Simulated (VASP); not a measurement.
# TePb (Fm-3m) in VASP: notebook

TePb is run at these levels: LDA, PBE; tasks: single point.

All numbers are computed with VASP 6.6.1; they aren't measurements. Logs are shortened: lines on timing, memory, paths and dates and some standing lists are left out, and cuts for length are marked.

## Step 1: The cell of the first run

Symmetry: Fm-3m, No. 225, cubic system. The conventional cell has a = 6.542 Å, b = 6.542 Å, c = 6.542 Å, α = 90.00°, β = 90.00°, γ = 90.00°. Within 4.3 Å of Te (site symmetry m-3m) lie 6 Pb at 3.27 Å. Pb (site symmetry m-3m) has 6 Te at 3.27 Å within 4.3 Å.

## Step 2: Single point, LDA

Input file INCAR:

```
  ALGO = Normal
  EDIFF = 1E-6
  ENCUT = 500
  GGA_COMPAT = F
  ISIF = 2
  ISMEAR = 1
  LASPH = T
  LCHARG = F
  LREAL = F
  LWAVE = F
  NBANDS = 17
  NELM = 120
  PREC = Accurate
  SIGMA = 0.047
```

Input file KPOINTS:

```
k-points
0
Gamma
  4 4 4
```

Input file POSCAR:

```
TePb
1.0
    0.0000000000      3.2708968051      3.2708968051
    3.2708968051      0.0000000000      3.2708968051
    3.2708968051      3.2708968051      0.0000000000
Te Pb
1 1
Direct
    0.0000000000      0.0000000000      0.0000000000
    0.5000000000      0.5000000000      0.5000000000
```

Potentials or basis: VASP PAW LDA potentials, release 64 (Te, Pb_d).

The run is started by

```sh
> cat potpaw_LDA.64/Te/POTCAR potpaw_LDA.64/Pb_d/POTCAR > POTCAR
> mpirun -np 1 vasp_std > vasp.out
```

OUTCAR:

```text
EDIFF = 1E-6
   ENCUT = 500
   ISIF = 2
   ISMEAR = 1
   LASPH = T
   LREAL = F
   NELM = 120
   PREC = Accurate

 ion  position               nearest neighbor table
   1  0.000  0.000  0.000-   2 3.27   2 3.27   2 3.27   2 3.27   2 3.27   2 3.27
   2  0.500  0.500  0.500-   1 3.27   1 3.27   1 3.27   1 3.27   1 3.27   1 3.27

  LATTYP: Found a face centered cubic cell.
 ALAT       =     6.5417936102

  Lattice vectors:

 A1 = (   0.0000000000,   3.2708968051,   3.2708968051)
 A2 = (   3.2708968051,   0.0000000000,   3.2708968051)
 A3 = (   3.2708968051,   3.2708968051,   0.0000000000)

Analysis of symmetry for initial positions (statically):
=====================================================================
 Subroutine PRICEL returns:
 Original cell was already a primitive cell.

 Routine SETGRP: Setting up the symmetry group for a
 face centered cubic supercell.

 Subroutine GETGRP returns: Found 48 space group operations
 (whereof 48 operations were pure point group operations)
 out of a pool of 48 trial point group operations.

The static configuration has the point symmetry O_h .

Analysis of symmetry for dynamics (positions and initial velocities):
=====================================================================
 Subroutine PRICEL returns:
 Original cell was already a primitive cell.

 Routine SETGRP: Setting up the symmetry group for a
 face centered cubic supercell.

 Subroutine GETGRP returns: Found 48 space group operations
 (whereof 48 operations were pure point group operations)
 out of a pool of 48 trial point group operations.

The dynamic configuration has the point symmetry O_h .

 Subroutine INISYM returns: Found 48 space group operations
 (whereof 48 operations are pure point group operations),
 and found     1 'primitive' translations

----------------------------------------------------------------------------------------

                                     Primitive cell

  volume of cell :      69.9891

  direct lattice vectors                    reciprocal lattice vectors
     0.000000000  3.270896805  3.270896805    -0.152863276  0.152863276  0.152863276
     3.270896805  0.000000000  3.270896805     0.152863276 -0.152863276  0.152863276
     3.270896805  3.270896805  0.000000000     0.152863276  0.152863276 -0.152863276

  length of vectors
     4.625746623  4.625746623  4.625746623     0.264766960  0.264766960  0.264766960

  position of ions in fractional coordinates (direct lattice)
     0.000000000  0.000000000  0.000000000
     0.500000000  0.500000000  0.500000000

  ion indices of the primitive-cell ions
   primitive index   ion index
                 1           1
                 2           2

----------------------------------------------------------------------------------------

 KPOINTS: k-points

Automatic generation of k-mesh.
 Grid dimensions read from file:
 generate k-points for:    4    4    4

 Generating k-lattice:

  Cartesian coordinates                     Fractional coordinates (reciprocal lattice)
    -0.038215819  0.038215819  0.038215819     0.250000000  0.000000000  0.000000000
     0.038215819 -0.038215819  0.038215819     0.000000000  0.250000000  0.000000000
     0.038215819  0.038215819 -0.038215819     0.000000000  0.000000000  0.250000000

  Length of vectors
     0.066191740  0.066191740  0.066191740

  Shift w.r.t. Gamma in fractional coordinates (k-lattice)
     0.000000000  0.000000000  0.000000000

 Subroutine IBZKPT returns following result:
 ===========================================

 Found      8 irreducible k-points:

 Following reciprocal coordinates:
            Coordinates               Weight
  0.000000  0.000000  0.000000      1.000000
  0.250000  0.000000  0.000000      8.000000
  0.500000  0.000000  0.000000      4.000000
  0.250000  0.250000  0.000000      6.000000
  0.500000  0.250000  0.000000     24.000000
 -0.250000  0.250000  0.000000     12.000000
  0.500000  0.500000  0.000000      3.000000
 -0.250000  0.500000  0.250000      6.000000
   k-points           NKPTS =      8   k-points in BZ     NKDIM =      8   number of bands    NBANDS=     17
   number of dos      NEDOS =    301   number of ions     NIONS =      2
   total plane-waves  NPLWV =  46656
   dimension x,y,z NGX =    36 NGY =   36 NGZ =   36
   dimension x,y,z NGXF=    72 NGYF=   72 NGZF=   72
   ions per type =               1   1
   NGX,Y,Z   is equivalent  to a cutoff of  12.94, 12.94, 12.94 a.u.
   NGXF,Y,Z  is equivalent  to a cutoff of  25.88, 25.88, 25.88 a.u.
 SYSTEM =  unknown system
   PREC   = accura    normal or accurate (medium, high low for compatibility)
   ISTART =      0    job   : 0-new  1-cont  2-samecut
   ICHARG =      2    charge: 1-file 2-atom 10-const
   ISPIN  =      1    spin polarized calculation?
   LNONCOLLINEAR =      F non collinear calculations
   LSORBIT =      F    spin-orbit coupling
   LASPH  =      T    aspherical Exc in radial PAW
   ENCUT  =  500.0 eV  36.75 Ry    6.06 a.u.   8.43  8.43  8.43*2*pi/ulx,y,z
   NELM   =    120;   NELMIN=  2; NELMDL= -5     # of ELM steps
   EDIFF  = 0.1E-05   stopping-criterion for ELM
   LREAL  =      F    real-space projection
   EDIFFG = 0.1E-04   stopping-criterion for IOM
   NSW    =      0    number of steps for IOM
   IBRION =     -1    ionic relax: 0-MD 1-quasi-New 2-CG
   NFREE  =      0    steps in history (QN), initial steepest desc. (CG)
   ISIF   =      2    stress and relaxation
   ISYM   =      2    0-nonsym 1-usesym 2-fastsym
   POTIM  = 0.5000    time-step for ionic-motion
   TEBEG  =    0.0;   TEEND  =   0.0 temperature during run
   PSTRESS=    0.0 pullay stress
   NELECT =      20.0000    total number of electrons
   NUPDOWN=      -1.0000    fix difference up-down
   EMIN   =  10.00;   EMAX   =-10.00  energy-range for DOS
   EFERMI =   0.00;   METHOD = LEGACY
   ISMEAR =     1;   SIGMA  =   0.05  broadening in eV -4-tet -1-fermi 0-gaus
   EFERMI_NEDOS =   21; number of points for ismear=-14 and -15
   IALGO  =     38    algorithm
   IMIX   =      4    mixing-type and parameters
     AMIX     =   0.40;   BMIX     =  1.00
     AMIX_MAG =   1.60;   BMIX_MAG =  1.00
  volume/ion in A,a.u.               =      34.99       236.15
  Fermi-wavevector in a.u.,A,eV,Ry     =   1.078304  2.037700 15.820039  1.162740
  Thomas-Fermi vector in A             =   2.214239
   LORBIT       =      0    0 simple, 1 ext, 2 COOP (PROOUT), +10 PAW based schemes
   GGA     = CA    functional components
   LHFCALC =     F    Hartree Fock is set to
   AEXX    =    0.0000 exact exchange contribution
   IVDW    =     0    specifies the selected vdW correction
   LEPSILON=     F    determine dielectric tensor
   LRPA    =     F    only Hartree local field effects (RPA)
 non-spin polarized calculation
 Methfessel and Paxton  Order N= 1 SIGMA  =   0.05
  energy-cutoff  :      500.00
  volume of cell :       69.99
 maximum number of plane-waves:      1812
 NGX is ok and might be reduce to    36
   NGX = 17   NGY = 17   NGZ = 17

 number of electron      20.0000001 magnetization

 Free energy of the ion-electron system (eV)
  ---------------------------------------------------
  ext. energy  EPLUGINS =         0.00000000
  ---------------------------------------------------
  free energy    TOTEN  =        -8.71864190 eV

  energy without entropy =       -8.71881221  energy(sigma->0) =       -8.71869867

 E-fermi :   4.9724     XC(G=0):  -9.4165

 val. band max:        4.9328506957   @ k =   0.5000   0.0000   0.0000
 cond. band min:       5.6389442061   @ k =   0.5000   0.0000   0.0000
 fundamental gap:      0.7060935104
 Fermi energy:         4.9724191599

 k-point     1 :       0.0000    0.0000    0.0000
  band No.  band energies     occupation
      1     -11.6745      2.00000
      2     -11.6745      2.00000
      3     -11.6632      2.00000
      4     -11.6632      2.00000
      5     -11.6632      2.00000
      6      -6.8160      2.00000
[... 9 lines left out ...]
     16      10.8032      0.00000
     17      12.3124      0.00000

 k-point     2 :       0.2500    0.0000    0.0000
  band No.  band energies     occupation
      1     -11.6802      2.00000
      2     -11.6802      2.00000
      3     -11.6619      2.00000
      4     -11.6561      2.00000
      5     -11.6561      2.00000
      6      -6.3255      2.00000
[... 9 lines left out ...]
     16      11.8609      0.00000
     17      14.9808      0.00000

 k-point     3 :       0.5000    0.0000    0.0000
  band No.  band energies     occupation
      1     -11.6867      2.00000
      2     -11.6867      2.00000
      3     -11.6609      2.00000
      4     -11.6482      2.00000
      5     -11.6482      2.00000
      6      -5.4769      2.00000
[... 9 lines left out ...]
     16      14.1754      0.00000
     17      14.1754      0.00000

 k-point     4 :       0.2500    0.2500    0.0000
  band No.  band energies     occupation
      1     -11.6960      2.00000
      2     -11.6696      2.00000
      3     -11.6675      2.00000
      4     -11.6522      2.00000
      5     -11.6522      2.00000
      6      -6.1746      2.00000
[... 9 lines left out ...]
     16      13.3367      0.00000
     17      13.3374      0.00000

 k-point     5 :       0.5000    0.2500    0.0000
  band No.  band energies     occupation
      1     -11.7056      2.00000
      2     -11.6750      2.00000
      3     -11.6632      2.00000
      4     -11.6485      2.00000
      5     -11.6450      2.00000
      6      -5.3926      2.00000
[... 9 lines left out ...]
     16      14.5802      0.00000
     17      15.2878      0.00000

 k-point     6 :      -0.2500    0.2500    0.0000
  band No.  band energies     occupation
      1     -11.6903      2.00000
      2     -11.6833      2.00000
      3     -11.6573      2.00000
      4     -11.6526      2.00000
      5     -11.6514      2.00000
      6      -5.6448      2.00000
[... 9 lines left out ...]
     16      13.4432      0.00000
     17      14.2492      0.00000

 k-point     7 :       0.5000    0.5000    0.0000
  band No.  band energies     occupation
      1     -11.7264      2.00000
      2     -11.6718      2.00000
      3     -11.6646      2.00000
      4     -11.6404      2.00000
      5     -11.6404      2.00000
      6      -5.2646      2.00000
[... 9 lines left out ...]
     16      15.5968      0.00000
     17      15.8380      0.00000

 k-point     8 :      -0.2500    0.5000    0.2500
  band No.  band energies     occupation
      1     -11.7110      2.00000
      2     -11.6755      2.00000
      3     -11.6566      2.00000
      4     -11.6566      2.00000
      5     -11.6404      2.00000
      6      -5.1182      2.00000
[... 9 lines left out ...]
     16      15.8154      0.00000
     17      15.8504      0.00000

------------------------ aborting loop because EDIFF is reached ----------------------------------------

  FORCE on cell =-STRESS in cart. coord.  units (eV):
  Direction    XX          YY          ZZ          XY          YZ          ZX
  --------------------------------------------------------------------------------------
  -------------------------------------------------------------------------------------
  Total       -1.3289169     -1.3289169     -1.3289169     -0.0000000      0.0000000     -0.0000000
  in kB      -30.4213090    -30.4213090    -30.4213090     -0.0000000      0.0000000     -0.0000000
  external PRESSURE =     -30.4213090 kB  Pullay stress =       0.0000000 kB

 VOLUME and BASIS-vectors are now :
 -----------------------------------------------------------------------------
  energy-cutoff  :      500.00
  volume of cell :       69.99
      direct lattice vectors                 reciprocal lattice vectors
     0.000000000  3.270896805  3.270896805    -0.152863276  0.152863276  0.152863276
     3.270896805  0.000000000  3.270896805     0.152863276 -0.152863276  0.152863276
     3.270896805  3.270896805  0.000000000     0.152863276  0.152863276 -0.152863276

 POSITION                                       TOTAL-FORCE (eV/Angst)
 -----------------------------------------------------------------------------------
      0.00000      0.00000      0.00000         0.000000     -0.000000     -0.000000
      3.27090      3.27090      3.27090        -0.000000      0.000000      0.000000
 -----------------------------------------------------------------------------------
    total drift:                                0.000000      0.000000      0.000000

  FREE ENERGIE OF THE ION-ELECTRON SYSTEM (eV)
  ---------------------------------------------------
  free  energy   TOTEN  =        -8.7186418994 eV

  energy  without entropy=       -8.7188122129  energy(sigma->0) =       -8.71869867
```

Run time: 8.2 s. Hardware: 1 thread of Intel Xeon 6975P-C (Granite Rapids), shared host; peak memory 0.17 GiB.

What came out:

- Free energy: -8.7186 eV
- Pressure: -3.0 GPa
- Band gap on the k mesh: 0.71 eV, direct

Levels at points of the mesh, in eV from the valence-band top:
```tsv
k point	band 6	band 7	band 8	band 9	band 10	band 11	band 12	band 13	band 14	band 15
(0.00, 0.00, 0.00)	-11.75	-5.76	-1.20	-1.20	-1.20	3.95	3.95	3.95	5.87	5.87
(0.50, 0.00, 0.00)	-10.41	-8.44	-0.75	-0.75	0.00	0.71	1.30	1.30	8.26	9.10
(0.50, 0.50, 0.00)	-10.20	-7.29	-4.22	-2.59	-2.59	3.41	5.26	5.26	6.40	10.02
```

Caveat: spin-orbit coupling is left out, which moves the levels of the heavy elements.

## Step 3: Single point, PBE

Input file INCAR:

```
SYSTEM = TePb
PREC = Accurate
ENCUT = 500
EDIFF = 1E-6
ISMEAR = 0
SIGMA = 0.1
LREAL = .False.
LASPH = .True.
NELM = 120
ALGO = Normal
ISIF = 2
LWAVE = .False.
LCHARG = .False.
GGA = PE
NBANDS = 17
GGA_COMPAT = .False.
```

Input file KPOINTS:

```
Automatic mesh
0
Gamma
  4 4 4
  0 0 0
```

POSCAR is that of step 2.

Potentials or basis: VASP PAW PBE potentials, release 64 (Te, Pb_d).

The run is started by

```sh
> cat potpaw_PBE.64/Te/POTCAR potpaw_PBE.64/Pb_d/POTCAR > POTCAR
> mpirun -np 1 vasp_std > vasp.out
```

It took 9.8 s on 1 thread of Intel Xeon 6975P-C (Granite Rapids), shared host; peak memory 0.2 GiB.

It converged, with:

```yaml
Free_energy: -7.5143 eV
Pressure: 0.4 GPa
Band_gap_on_the_k_mesh: 0.81 eV, direct
```

Levels at points of the mesh, in eV from the valence-band top:
```
           k point  band 6  band 7  band 8  band 9  band 10  band 11  band 12  band 13  band 14  band 15
(0.00, 0.00, 0.00)  -11.71   -5.68   -1.20   -1.20    -1.20     4.04     4.04     4.04     5.89     5.89
(0.50, 0.00, 0.00)  -10.37   -8.39   -0.77   -0.77     0.00     0.81     1.37     1.37     8.35     9.16
(0.50, 0.50, 0.00)  -10.16   -7.23   -4.21   -2.58    -2.58     3.45     5.35     5.35     6.50    10.03
```

Caveat: spin-orbit coupling is left out, which moves the levels of the heavy elements. A k mesh can miss the band edges.
